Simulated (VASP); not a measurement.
Here is a VASP 6.6.1 calculation.

INCAR

```
PREC = Accurate ; ENCUT = 520
EDIFF = 1E-6 ; ISMEAR = -1
SIGMA = 0.1 ; LREAL = False
LASPH = True ; NELM = 100
ALGO = Normal ; ISIF = 2
LWAVE = False ; LCHARG = False
GGA = PS ; NBANDS = 18
```

The input KPOINTS:

```
regular mesh
0
Gamma
  12 12 12
```

Contents of POSCAR:

```
Cu
1.0
    1.1872074499     -3.8743742822      0.0000000000
    1.1872074499      3.8743742822      0.0000000000
    0.0000000000      0.0000000000      2.4119935374
Cu
2
Direct
    0.1338670000      0.8661330000      0.2500000000
    0.8661330000      0.1338670000      0.7500000000
```

Potentials or basis: VASP PAW PBE potentials, release 64 (Cu).

Run with:

```console
$ cat potpaw_PBE.64/Cu/POTCAR > POTCAR
$ mpirun -np 1 vasp_std > vasp.out
```

(1) What does it give for the largest force?

(2) What does it give for the band gap on the k mesh?

(3) Predict the pressure.

## Answers

(1) 0.105 eV/Å.

(2) zero (bands 11 and 12 overlap by 5.75 eV).

(3) 13.0 GPa.

Caveat: the cell stands under pressure; the PAW data sets were made with another functional, which shifts forces and pressure a little.
